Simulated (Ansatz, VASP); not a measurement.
PdWSe3 in VASP and in Ansatz

The input INCAR:

```
PREC     = Accurate       # precision mode
ENCUT    = 520            # plane-wave cutoff, eV
EDIFF    = 1E-6           # SCF threshold, eV
ISMEAR   = 0              # smearing method
SIGMA    = 0.1            # smearing width, eV
LREAL    = False          # projectors in reciprocal space
LASPH    = True           # aspherical terms in the spheres
NELM     = 60             # most SCF steps
ALGO     = Normal         # electronic algorithm
ISIF     = 2              # what is computed and relaxed
LWAVE    = False          # write WAVECAR
LCHARG   = False          # write CHGCAR
GGA      = PE             # functional
NBANDS   = 29             # bands
```

Contents of KPOINTS:

```
Automatic mesh
0
Gamma
  4 4 4
```

Contents of POSCAR:

```
PdWSe3
1.0
    4.7185288900      0.0000000000      0.0000000000
    0.0000000000      4.7185288900      0.0000000000
    0.0000000000      0.0000000000      4.7185288900
Pd W Se
1 1 3
Direct
    0.5000000000      0.5000000000      0.5000000000
    0.0000000000      0.0000000000      0.0000000000
    0.5000000000      0.0000000000      0.0000000000
    0.0000000000      0.5000000000      0.0000000000
    0.0000000000      0.0000000000      0.5000000000
```

Input for Ansatz:

```yaml
crystal:
  lattice:
    - [4.71852889, 0.0, 0.0]
    - [0.0, 4.71852889, 0.0]
    - [0.0, 0.0, 4.71852889]
  atoms:
    - { symbol: Pd, position: [0.5, 0.5, 0.5] }
    - { symbol: W, position: [0.0, 0.0, 0.0] }
    - { symbol: Se, position: [0.5, 0.0, 0.0] }
    - { symbol: Se, position: [0.0, 0.5, 0.0] }
    - { symbol: Se, position: [0.0, 0.0, 0.5] }
basis:
  ecutwfc: 420
kpoints:
  mp_grid: { grid: [4, 4, 4] }
hamiltonian:
  xc: pbe
scf:
  occupations: { method: gaussian, width: 0.1 }
  lower_state_search: "off"
output:
  forces: true
  stress: true
  eigenvalues: true
```

Change from the starting cell: species swapped into the DyRu3C type (Pm-3m, No. 221).

Alike in both runs: task single point; functional PBE; k mesh 4 × 4 × 4; occupations gaussian, width 0.1 eV; no spin polarisation.

|  | VASP | Ansatz |
| --- | --- | --- |
| version | VASP 6.6.1 | Ansatz 0.2.0 |
| potentials or method | VASP PAW PBE potentials, release 64 (Pd, W_sv, Se), cutoff 520 eV | scalar-relativistic, plane waves, PAW |
| valence electrons in the cell | 42 | 80 |

Ansatz gave:

| Property | Result |
| --- | --- |
| gap on the k mesh at the Fermi level (eV) | none |
| pressure (GPa) | 13.5 |

Question: Estimate VASP's values.

Answer: gap on the k mesh at the Fermi level (eV): none; pressure (GPa): 13.7.

A gap of «none» marks a metal or a gap that the smearing closes. VASP's potentials hold 42 valence electrons a cell and Ansatz's 80, so a difference there can come from the potentials and not from the codes.

Spin-orbit coupling is off throughout.
